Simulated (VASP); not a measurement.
Set up this calculation in VASP 6.6.1, as the native input.

```yaml
Task: relaxation of shape and atoms at fixed volume
Functional: LDA
Potentials_or_basis: VASP PAW LDA potentials, release 64 (Ta_pv, N)
Cutoff: 600 eV
k_mesh: 9 × 9 × 8
Occupations: gaussian, width 0.1 eV
Spin: no spin polarisation
Dipole_correction: no
Further_INCAR_settings: ALGO = Fast; EDIFF = 1e-07; IBRION = 2; EDIFFG = -0.01; NSW = 50; ISIF = 4
```

The structure of Ta2N lies in POSCAR:

```
Ta2N
1.0
    5.1198697749      0.0000000029      0.0000000000
   -2.5599348899      4.4339372877      0.0000000000
    0.0000000000      0.0000000000      4.7879758724
Ta N
6 3
Direct
    0.6665870767      0.6665870767      0.7530758747
    0.0000000000      0.3334129233      0.7530758747
    0.3334129233      0.0000000000      0.7530758747
    0.3334129233      0.3334129233      0.2469241253
    0.0000000000      0.6665870767      0.2469241253
    0.6665870767      0.0000000000      0.2469241253
    0.6666666667      0.3333333333      0.5000000000
    0.3333333333      0.6666666667      0.5000000000
    0.0000000000      0.0000000000      0.0000000000
```

The input as run:

INCAR

```
ALGO     = Fast           # electronic algorithm
EDIFF    = 1E-7           # SCF threshold, eV
EDIFFG   = -0.01          # ionic threshold
ENCUT    = 600            # plane-wave cutoff, eV
GGA      = CA             # functional
IBRION   = 2              # ionic algorithm
ISIF     = 4              # what is computed and relaxed
ISMEAR   = 0              # smearing method
LASPH    = T              # aspherical terms in the spheres
LCHARG   = F              # write CHGCAR
LREAL    = F              # projectors in reciprocal space
LWAVE    = F              # write WAVECAR
NELM     = 100            # most SCF steps
NSW      = 50             # ionic steps
PREC     = Accurate       # precision mode
SIGMA    = 0.1            # smearing width, eV
```

KPOINTS

```
k-points
0
Gamma
  9 9 8
```

Potentials or basis: VASP PAW LDA potentials, release 64 (Ta_pv, N).

Launch:

```bash
$ cat potpaw_LDA.64/Ta_pv/POTCAR potpaw_LDA.64/N/POTCAR > POTCAR
$ mpirun -np 1 vasp_std > vasp.out
```

Results of the run:

```yaml
Energy_gained_by_relaxing: 0.1 meV/atom
Ionic_steps: 5
Pressure_after_relaxing: 24.4 GPa
Band_gap_on_the_k_mesh: zero (an odd number of electrons rules out a gap without spin polarisation)
```

Caveat: spin-orbit coupling is left out, which moves the levels of the heavy elements.

It took 45 min on 1 thread of Oxide Virtual Turin-like Processor (shared host), peak memory 0.44 GiB.
